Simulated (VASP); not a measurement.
The system is Fe.

```
CELL_PARAMETERS angstrom
2.55376 0.00000 0.00000
-1.27688 2.21162 0.00000
0.00000 0.00000 8.34057
ATOMIC_POSITIONS crystal
Fe 0.00000 0.00000 0.00000
Fe 0.00000 0.00000 0.50000
Fe 0.33333 0.66667 0.25000
Fe 0.66667 0.33333 0.75000
```

This isn't the form of Fe at room conditions, which is bcc.

```yaml
Program: VASP 6.6.1
Task: relaxation of cell and atoms
Functional: r2SCAN
Potentials_or_basis: VASP PAW PBE potentials, release 64 (Fe)
Cutoff: 600 eV
k_mesh: 14 × 14 × 4
Occupations: fermi-dirac, width 0.1 eV
Spin: no spin polarisation
```

At the start: pressure -36.0 GPa; volume 11.78 Å³/atom.

**Question.** How do energy, volume and symmetry change on relaxing?

**Answer.** Over 7 steps the energy falls by 245.0 meV/atom and the volume is 9.93 Å³/atom (-15.7 %); space group P6_3/mmc (No. 194, to 0.1 Å) before and after.

Step by step:
```tsv
step	energy change (eV)	largest force (eV/Å)	pressure (GPa)	volume (Å³)
1	0.0000	0.0000	-35.99	47.11
2	1.7900	0.0000	131.02	31.27
3	-0.9734	0.0000	-3.25	40.16
4	-0.9776	0.0000	-0.89	39.86
5	-0.9781	0.0000	0.16	39.72
6	-0.9800	0.0000	0.09	39.73
7	-0.9801	0.0000	0.11	39.73
```

Final structure:
```yaml
crystal:
  lattice:
    - [2.42482, 0.00000, 0.00000]
    - [-1.21241, 2.09995, 0.00000]
    - [0.00000, 0.00000, 7.80203]
  atoms:
    - { symbol: Fe, position: [0.00000, 0.00000, 0.00000] }
    - { symbol: Fe, position: [0.00000, 0.00000, 0.50000] }
    - { symbol: Fe, position: [0.33333, 0.66667, 0.25000] }
    - { symbol: Fe, position: [0.66667, 0.33333, 0.75000] }
```

Caveat: the volume moved by over 15 % at a fixed basis, so the end points are rough; the highest band is partly filled, so the run has too few bands; the PAW data sets were made with another functional, which shifts forces and pressure a little; the run has no spin polarisation, though such a crystal can be magnetic.
